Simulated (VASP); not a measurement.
A run of VASP 6.6.1 is set up as follows.

INCAR

```
PREC = Accurate ; ENCUT = 520
EDIFF = 1E-6 ; ISMEAR = 0
SIGMA = 0.02 ; LREAL = Auto
LASPH = True ; NELM = 100
ALGO = Normal ; ISIF = 2
LWAVE = False ; LCHARG = False
GGA = PE ; NBANDS = 48
```

Contents of KPOINTS:

```
Automatic mesh
0
Gamma
  2 2 2
```

POSCAR

```
Si
1.0
    0.0000000000      5.4300000000      5.4300000000
    5.4300000000      0.0000000000      5.4300000000
    5.4300000000      5.4300000000      0.0000000000
Si
17
Direct
   -0.0548489871      0.0186629834      0.0178648250
    0.1271799263      0.1098488029      0.1093797422
    0.0074881215     -0.0128597606      0.5024796501
    0.1269730203      0.1101383978      0.6531070902
    0.0076362799      0.5031178637     -0.0135193370
    0.1272440147      0.6539397790      0.1093541436
    0.0075332413      0.5032546041      0.5024936464
    0.1569606814      0.6146925414      0.6140669429
    0.4994759669     -0.0061722836     -0.0067757827
    0.5640829650      0.1455752302      0.1450750460
    0.4992941989     -0.0061371087      0.5133045120
    0.6367808471      0.1179998158      0.6224515654
    0.4995296501      0.5137729282     -0.0067902394
    0.6369476980      0.6230550645      0.1172819521
    0.5313259669      0.4899143646      0.4891942910
    0.6368267035      0.6230885820      0.6224337017
    1.1162167587      0.2950290976      0.2941377532
```

Potentials or basis: VASP PAW PBE potentials, release 64 (Si).

Run with:

```console
$ cat potpaw_PBE.64/Si/POTCAR > POTCAR
$ mpirun -np 1 vasp_std > vasp.out
```

Q: What does it give for the band gap on the k mesh?

A: 0.06 eV.

Q: Estimate the pressure.

A: 4.9 GPa.

Q: Predict the largest force.

A: 0.072 eV/Å.

Stress tensor (GPa, compression positive):
```
 4.91  0.35  0.34
 0.35  4.93 -0.35
 0.34 -0.35  4.91
```

Caveat: the k points lie up to 0.50 Å⁻¹ apart.
